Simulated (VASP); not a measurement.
Here is a VASP 6.6.1 calculation.

The input INCAR:

```
SYSTEM = SiC
PREC = Accurate
ENCUT = 520
EDIFF = 1E-6
ISMEAR = 0
SIGMA = 0.05
LREAL = .FALSE.
LASPH = .TRUE.
NELM = 60
ALGO = Normal
ISIF = 2
LWAVE = .FALSE.
LCHARG = .FALSE.
LDIPOL = .TRUE.
IDIPOL = 3
DIPOL = 0.5 0.5 0.499
GGA = PE
IVDW = 12
NBANDS = 26
```

KPOINTS

```
Automatic mesh
0
G
  9 6 1
  0 0 0
```

POSCAR

```
SiC
1.0
    3.0750204127      0.0000000000      0.0000000000
    0.0000000000      4.3487355722      0.0000000000
    0.0000000000      0.0000000000     18.6125306191
Si C
4 4
Direct
    0.5000000000      0.5000000000      0.3760907178
    0.0000000000      0.0000000000      0.4586969059
    0.5000000000      0.4975352802      0.5447273014
    0.0000000000     -0.0498868132      0.6112191608
    0.0000000000      0.2500000000      0.3760907178
    0.5000000000      0.7500000000      0.4586969059
    0.0000000000      0.2553345372      0.5431906512
    0.5000000000      0.7525454058      0.6245276471
```

Potentials or basis: VASP PAW PBE potentials, release 64 (Si, C).

The run is started by

```console
$ cat potpaw_PBE.64/Si/POTCAR potpaw_PBE.64/C/POTCAR > POTCAR
$ mpirun -np 1 vasp_std > vasp.out
```

Predict the largest force.

3.303 eV/Å.

Predict the band gap on the k mesh.

0.20 eV, indirect (least direct gap 0.52 eV).

What does it give for the dispersion energy per atom?

-0.215 eV.

Forces in eV/Å, atoms in the order of the input:
```
Si   0.000 -2.708  1.890
Si   0.000  0.306 -1.115
Si   0.000  0.003  0.000
Si   0.000 -0.009 -0.011
C    0.000  1.750 -0.602
C    0.000  0.648 -0.165
C    0.000  0.004 -0.001
C    0.000  0.007  0.004
```
